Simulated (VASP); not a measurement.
# Re (R-3m) in VASP: notebook

The runs below take Re through single point, with PBE.

All numbers are computed with VASP 6.6.1; they aren't measurements. Logs are shortened: lines on timing, memory, paths and dates and some standing lists are left out, and cuts for length are marked.

## 1. The cell of the first run

It takes space group R-3m (No. 166, trigonal). The conventional cell has a = 2.768 Å, b = 2.768 Å, c = 19.694 Å, α = 90.00°, β = 90.00°, γ = 120.00°. Re (site symmetry -3m) has 12 Re at 2.71 to 2.77 Å within 3.6 Å. Re (site symmetry 3m) has 12 Re at 2.71 to 2.77 Å within 3.6 Å.

## 2. Single point, PBE (zz strain of -2 %)

INCAR

```
  PREC = Accurate
  ENCUT = 520
  EDIFF = 1E-6
  ISMEAR = -1
  SIGMA = 0.05
  LREAL = F
  LASPH = T
  NELM = 100
  ALGO = Normal
  ISIF = 2
  LWAVE = F
  LCHARG = F
  GGA = PE
  NBANDS = 18
```

KPOINTS

```
regular mesh
0
Gamma
  15 15 15
```

POSCAR

```
Re
1.0
    1.3839231524      0.7990084046      6.5646359267
   -1.3839231524      0.7990084046      6.5646359267
    0.0000000000     -1.5980168092      6.5646359267
Re
3
Direct
    0.0000000000      0.0000000000      0.0000000000
    0.2221738800      0.2221738800      0.2221738800
    0.7778261200      0.7778261200      0.7778261200
```

Potentials or basis: VASP PAW PBE potentials, release 64 (Re).

Started as:

```
cat potpaw_PBE.64/Re/POTCAR > POTCAR
mpirun -np 1 vasp_std > vasp.out
```

OUTCAR:

```text
PREC = Accurate
   ENCUT = 520
   EDIFF = 1E-6
   ISMEAR = -1
   LREAL = F
   LASPH = T
   NELM = 100
   ISIF = 2
   GGA = PE

 ion  position               nearest neighbor table
   1  0.000  0.000  0.000-   3 2.71   3 2.71   2 2.71   2 2.71   3 2.71   2 2.71
   2  0.222  0.222  0.222-   3 2.71   3 2.71   3 2.71   1 2.71   1 2.71   1 2.71
   3  0.778  0.778  0.778-   2 2.71   2 2.71   2 2.71   1 2.71   1 2.71   1 2.71

  LATTYP: Found a trigonal (rhomboedric) cell.
 ALAT       =     6.7563379558
 COS(alpha) =     0.9160866199

  Lattice vectors:

 A1 = (   1.3839231524,   0.7990084046,   6.5646359267)
 A2 = (  -1.3839231524,   0.7990084046,   6.5646359267)
 A3 = (   0.0000000000,  -1.5980168092,   6.5646359267)

Analysis of symmetry for initial positions (statically):
=====================================================================
 Subroutine PRICEL returns:
 Original cell was already a primitive cell.

 Routine SETGRP: Setting up the symmetry group for a
 trigonal (rhombohedral) supercell.

 Subroutine GETGRP returns: Found 12 space group operations
 (whereof 12 operations were pure point group operations)
 out of a pool of 12 trial point group operations.

The static configuration has the point symmetry D_3d.

Analysis of symmetry for dynamics (positions and initial velocities):
=====================================================================
 Subroutine PRICEL returns:
 Original cell was already a primitive cell.

 Routine SETGRP: Setting up the symmetry group for a
 trigonal (rhombohedral) supercell.

 Subroutine GETGRP returns: Found 12 space group operations
 (whereof 12 operations were pure point group operations)
 out of a pool of 12 trial point group operations.

The dynamic configuration has the point symmetry D_3d.

 Subroutine INISYM returns: Found 12 space group operations
 (whereof 12 operations are pure point group operations),
 and found     1 'primitive' translations

----------------------------------------------------------------------------------------

                                     Primitive cell

  volume of cell :      43.5537

  direct lattice vectors                    reciprocal lattice vectors
     1.383923152  0.799008405  6.564635927     0.361291737  0.208591882  0.050777124
    -1.383923152  0.799008405  6.564635927    -0.361291737  0.208591882  0.050777124
     0.000000000 -1.598016809  6.564635927     0.000000000 -0.417183764  0.050777124

  length of vectors
     6.756337956  6.756337956  6.756337956     0.420262548  0.420262548  0.420262548

  position of ions in fractional coordinates (direct lattice)
     0.000000000  0.000000000  0.000000000
     0.222173880  0.222173880  0.222173880
     0.777826120  0.777826120  0.777826120

  ion indices of the primitive-cell ions
   primitive index   ion index
                 1           1
                 2           2
                 3           3

----------------------------------------------------------------------------------------

 KPOINTS: regular mesh

Automatic generation of k-mesh.
 Grid dimensions read from file:
 generate k-points for:   15   15   15

 Generating k-lattice:

  Cartesian coordinates                     Fractional coordinates (reciprocal lattice)
     0.024086116  0.013906125  0.003385142     0.066666667  0.000000000 -0.000000000
    -0.024086116  0.013906125  0.003385142     0.000000000  0.066666667 -0.000000000
     0.000000000 -0.027812251  0.003385142    -0.000000000 -0.000000000  0.066666667

  Length of vectors
     0.028017503  0.028017503  0.028017503

  Shift w.r.t. Gamma in fractional coordinates (k-lattice)
     0.000000000  0.000000000  0.000000000

 Subroutine IBZKPT returns following result:
 ===========================================

 Found    344 irreducible k-points:

 Following reciprocal coordinates:
            Coordinates               Weight
  0.000000  0.000000  0.000000      1.000000
  0.066667  0.000000  0.000000      6.000000
  0.133333  0.000000 -0.000000      6.000000
  0.200000 -0.000000  0.000000      6.000000
  0.266667  0.000000 -0.000000      6.000000
  0.333333 -0.000000 -0.000000      6.000000
[... 16 lines left out ...]
  0.133333  0.133333 -0.000000      6.000000
  0.200000  0.133333  0.000000     12.000000
 [... further k-points ...]
   k-points           NKPTS =    344   k-points in BZ     NKDIM =    344   number of bands    NBANDS=     18
   number of dos      NEDOS =    301   number of ions     NIONS =      3
   total plane-waves  NPLWV = 125000
   dimension x,y,z NGX =    50 NGY =   50 NGZ =   50
   dimension x,y,z NGXF=   100 NGYF=  100 NGZF=  100
   ions per type =               3
   NGX,Y,Z   is equivalent  to a cutoff of  12.30, 12.30, 12.30 a.u.
   NGXF,Y,Z  is equivalent  to a cutoff of  24.61, 24.61, 24.61 a.u.
 SYSTEM =  unknown system
   PREC   = accura    normal or accurate (medium, high low for compatibility)
   ISTART =      0    job   : 0-new  1-cont  2-samecut
   ICHARG =      2    charge: 1-file 2-atom 10-const
   ISPIN  =      1    spin polarized calculation?
   LNONCOLLINEAR =      F non collinear calculations
   LSORBIT =      F    spin-orbit coupling
   LASPH  =      T    aspherical Exc in radial PAW
   ENCUT  =  520.0 eV  38.22 Ry    6.18 a.u.  12.56 12.56 12.56*2*pi/ulx,y,z
   NELM   =    100;   NELMIN=  2; NELMDL= -5     # of ELM steps
   EDIFF  = 0.1E-05   stopping-criterion for ELM
   LREAL  =      F    real-space projection
   EDIFFG = 0.1E-04   stopping-criterion for IOM
   NSW    =      0    number of steps for IOM
   IBRION =     -1    ionic relax: 0-MD 1-quasi-New 2-CG
   NFREE  =      0    steps in history (QN), initial steepest desc. (CG)
   ISIF   =      2    stress and relaxation
   ISYM   =      2    0-nonsym 1-usesym 2-fastsym
   POTIM  = 0.5000    time-step for ionic-motion
   TEBEG  =    0.0;   TEEND  =   0.0 temperature during run
   PSTRESS=    0.0 pullay stress
   NELECT =      21.0000    total number of electrons
   NUPDOWN=      -1.0000    fix difference up-down
   EMIN   =  10.00;   EMAX   =-10.00  energy-range for DOS
   EFERMI =   0.00;   METHOD = LEGACY
   ISMEAR =    -1;   SIGMA  =   0.05  broadening in eV -4-tet -1-fermi 0-gaus
   EFERMI_NEDOS =   21; number of points for ismear=-14 and -15
   IALGO  =     38    algorithm
   IMIX   =      4    mixing-type and parameters
     AMIX     =   0.40;   BMIX     =  1.00
     AMIX_MAG =   1.60;   BMIX_MAG =  1.00
  volume/ion in A,a.u.               =      14.52        97.97
  Fermi-wavevector in a.u.,A,eV,Ry     =   1.283728  2.425893 22.421808  1.647956
  Thomas-Fermi vector in A             =   2.415963
   LORBIT       =      0    0 simple, 1 ext, 2 COOP (PROOUT), +10 PAW based schemes
   GGA     = PE    functional components
   LHFCALC =     F    Hartree Fock is set to
   AEXX    =    0.0000 exact exchange contribution
   IVDW    =     0    specifies the selected vdW correction
   LEPSILON=     F    determine dielectric tensor
   LRPA    =     F    only Hartree local field effects (RPA)
 non-spin polarized calculation
  energy-cutoff  :      520.00
  volume of cell :       43.55
 maximum number of plane-waves:      1187
   NGX = 25   NGY = 25   NGZ = 25

 number of electron      21.0000000 magnetization

 Free energy of the ion-electron system (eV)
  ---------------------------------------------------
  ext. energy  EPLUGINS =         0.00000000
  ---------------------------------------------------
  free energy    TOTEN  =       -37.19676733 eV

  energy without entropy =      -37.17820642  energy(sigma->0) =      -37.18748687

 E-fermi :   8.1323     XC(G=0): -13.8033

 val. band max:        8.1307581955   @ k =  -0.2000   0.0667   0.0667
 cond. band min:       8.1339302408   @ k =  -0.2000  -0.3333   0.0667
 fundamental gap:      0.0031720454
 Fermi energy:         8.1323075924

 k-point     1 :       0.0000    0.0000    0.0000
  band No.  band energies     occupation
      1      -1.9065      2.00000
      2       1.2394      2.00000
      3       1.3071      2.00000
      4       6.0371      2.00000
      5       6.0371      2.00000
      6       6.4357      2.00000
[... 10 lines left out ...]
     17      11.4229      0.00000
     18      11.4229      0.00000

 k-point     2 :       0.0667    0.0000    0.0000
  band No.  band energies     occupation
      1      -1.7216      2.00000
      2       1.4045      2.00000
      3       1.4982      2.00000
      4       5.7119      2.00000
      5       5.8930      2.00000
      6       6.1311      2.00000
[... 10 lines left out ...]
     17      11.4234      0.00000
     18      11.6518      0.00000

 k-point     3 :       0.1333    0.0000   -0.0000
  band No.  band energies     occupation
      1      -1.1907      2.00000
      2       1.8475      2.00000
      3       2.0302      2.00000
      4       4.9247      2.00000
      5       5.2246      2.00000
      6       5.6835      2.00000
[... 10 lines left out ...]
     17      11.4836      0.00000
     18      12.3999      0.00000

 k-point     4 :       0.2000   -0.0000    0.0000
  band No.  band energies     occupation
      1      -0.3922      2.00000
      2       2.3356      2.00000
      3       2.7391      2.00000
      4       4.1925      2.00000
      5       4.5956      2.00000
      6       5.2194      2.00000
[... 375 lines left out ...]
      4       5.2037      2.00000
      5       5.3677      2.00000
      6       5.7934      2.00000
[... 10 lines left out ...]
     17      11.7791      0.00000
     18      11.9831      0.00000

 k-point    23 :       0.1333    0.1333   -0.0000
  band No.  band energies     occupation
      1      -1.1576      2.00000
      2       1.7808      2.00000
      3       2.0193      2.00000
      4       5.0208      2.00000
      5       5.2540      2.00000
      6       5.6449      2.00000
[... 10 lines left out ...]
     17      11.7848      0.00000
     18      12.3260      0.00000

 k-point    24 :       0.2000    0.1333    0.0000
  band No.  band energies     occupation
      1      -0.6439      2.00000
      2       2.1385      2.00000
      3       2.4574      2.00000
      4       4.5960      2.00000
      5       4.7827      2.00000
      6       5.3249      2.00000
[... 10 lines left out ...]
     17      12.1099      0.00000
     18      13.1322      0.00000

 [... further k-points ...]
[... 5 lines left out ...]
  --------------------------------------------------------------------------------------
  -------------------------------------------------------------------------------------
  Total        2.3106447      2.3106447      4.7101718      0.0000000      0.0000000      0.0000000
  in kB       84.9999232     84.9999232    173.2694943      0.0000000      0.0000000      0.0000000
  external PRESSURE =     114.4231136 kB  Pullay stress =       0.0000000 kB

 VOLUME and BASIS-vectors are now :
 -----------------------------------------------------------------------------
  energy-cutoff  :      520.00
  volume of cell :       43.55
      direct lattice vectors                 reciprocal lattice vectors
     1.383923152  0.799008405  6.564635927     0.361291737  0.208591882  0.050777124
    -1.383923152  0.799008405  6.564635927    -0.361291737  0.208591882  0.050777124
     0.000000000 -1.598016809  6.564635927     0.000000000 -0.417183764  0.050777124

 POSITION                                       TOTAL-FORCE (eV/Angst)
 -----------------------------------------------------------------------------------
      0.00000      0.00000      0.00000        -0.000000      0.000000      0.000000
      0.00000      0.00000      4.37547         0.000000     -0.000000      0.022591
      0.00000      0.00000     15.31844         0.000000      0.000000     -0.022591
 -----------------------------------------------------------------------------------
    total drift:                               -0.000000      0.000000     -0.000000

  FREE ENERGIE OF THE ION-ELECTRON SYSTEM (eV)
  ---------------------------------------------------
  free  energy   TOTEN  =       -37.1967673286 eV

  energy  without entropy=      -37.1782064203  energy(sigma->0) =      -37.18748687
```

Wall time 13 min (1 thread of Intel Xeon Platinum 8488C (Sapphire Rapids), shared host); peak memory 0.49 GiB.

What came out:

```
Free energy            : -37.1968 eV
Pressure               : 11.4 GPa
Largest force          : 0.023 eV/Å
Band gap on the k mesh : zero (an odd number of electrons rules out a gap without spin polarisation)
```

Forces on the atoms (eV/Å):
```
Re   0.000  0.000  0.000
Re   0.000  0.000  0.023
Re   0.000  0.000 -0.023
```

Caveat: the cell differs from its parent crystal (zz strain of -2 %); the stress differs along the axes, from 8 to 17 GPa; spin-orbit coupling is left out, which moves the levels of the heavy elements.

## 3. Single point, PBE (zz strain of +1 %)

INCAR

```
SYSTEM = Re
ALGO = Normal ; EDIFF = 1E-6
ENCUT = 520 ; GGA = PE
ISIF = 2 ; ISMEAR = -1
LASPH = .TRUE. ; LCHARG = .TRUE.
LELF = .TRUE. ; LREAL = .FALSE.
LVHAR = .TRUE. ; LWAVE = .FALSE.
NBANDS = 18 ; NELM = 100
PREC = Accurate ; SIGMA = 0.05
```

KPOINTS

```
k-points
0
G
  15 15 15
  0 0 0
```

POSCAR

```
Re
1.0
    1.3839231524      0.7990084046      6.7655941694
   -1.3839231524      0.7990084046      6.7655941694
    0.0000000000     -1.5980168092      6.7655941694
Re
3
Direct
    0.0000000000      0.0000000000      0.0000000000
    0.2221738800      0.2221738800      0.2221738800
    0.7778261200      0.7778261200      0.7778261200
```

Potentials or basis: VASP PAW PBE potentials, release 64 (Re).

Started as:

```
cat potpaw_PBE.64/Re/POTCAR > POTCAR
mpirun -np 1 vasp_std > vasp.out
```

Run time: 19 min. Hardware: 1 thread of Intel Xeon Platinum 8488C (Sapphire Rapids), shared host; peak memory 0.55 GiB.

Results (log left out):

| Property | Result |
| --- | --- |
| Free energy | -37.2496 eV |
| Pressure | -0.6 GPa |
| Largest force | 0.048 eV/Å |
| Band gap on the k mesh | zero (an odd number of electrons rules out a gap without spin polarisation) |

Forces on the atoms (eV/Å):
```
Re   0.000  0.000  0.000
Re   0.000  0.000 -0.048
Re   0.000  0.000  0.048
```

Stress tensor (GPa, compression positive):
```
 1.05  0.00  0.00
 0.00  1.05  0.00
 0.00  0.00 -4.02
```

Levels at points of the mesh, in eV from the Fermi level:
```csv
k point,band 6,band 7,band 8,band 9,band 10,band 11,band 12,band 13,band 14,band 15
"(0.00, 0.00, 0.00)",-1.88,-1.84,-1.71,-1.50,-1.50,-1.12,-1.12,0.58,0.58,2.54
```

Caveat: the cell differs from its parent crystal (zz strain of +1 %); the stress differs along the axes, from -4 to 1 GPa; spin-orbit coupling is left out, which moves the levels of the heavy elements.

(Part 1 of 2 ends here.)
